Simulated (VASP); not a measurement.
Runs of VASP 6.6.1 on CsNaP2. The structure is that of space group P4/mmm (No. 123), or close to it. The cells are those of the table. 

| task | cell | k mesh | cutoff (eV) | gap on the mesh (eV) | pressure (GPa) | largest force (eV/Å) |
| --- | --- | --- | --- | --- | --- | --- |
| relaxation of cell and atoms | relaxed from a = 4.054, b = 4.054, c = 7.100 Å, 4 atoms | 12 × 12 × 8 | 600 | none | 0.0 | 0.01 |
| single point | a = 3.978, b = 3.978, c = 7.956 Å, 4 atoms | 4 × 4 × 2 | 520 | none | -2.0 | 1.03 |
| single point | a = 4.054, b = 4.054, c = 7.100 Å, 4 atoms | 4 × 4 × 4 | 520 | none | 0.1 | (b) |
| single point | a = 4.020, b = 4.020, c = 7.174 Å, 4 atoms | 12 × 12 × 8 | 520 | none | 0.0 | 0.06 |
| single point | a = 4.050, b = 4.050, c = 7.062 Å, 4 atoms | 4 × 4 × 2 | 520 | none | 0.1 | (a) |

Alike in all rows: level PBE; potentials or basis VASP PAW PBE potentials, release 64 (Cs_sv, Na_pv, P); no spin polarisation; smearing gaussian 0.1 eV.

Problem. Fill in the values left out.

Solution. (a) 0.08; (b) 0.07.

Caveats: some runs use coarse meshes; spin-orbit coupling is left out, which moves the levels of the heavy elements; forces of over 1 eV/Å act on the atoms, so gaps and moduli don't describe the material at rest (some runs).

A k mesh can miss the band edges, and the runs leave out spin-orbit coupling on Cs.

A gap of «none» marks levels without a gap at the run's occupations.
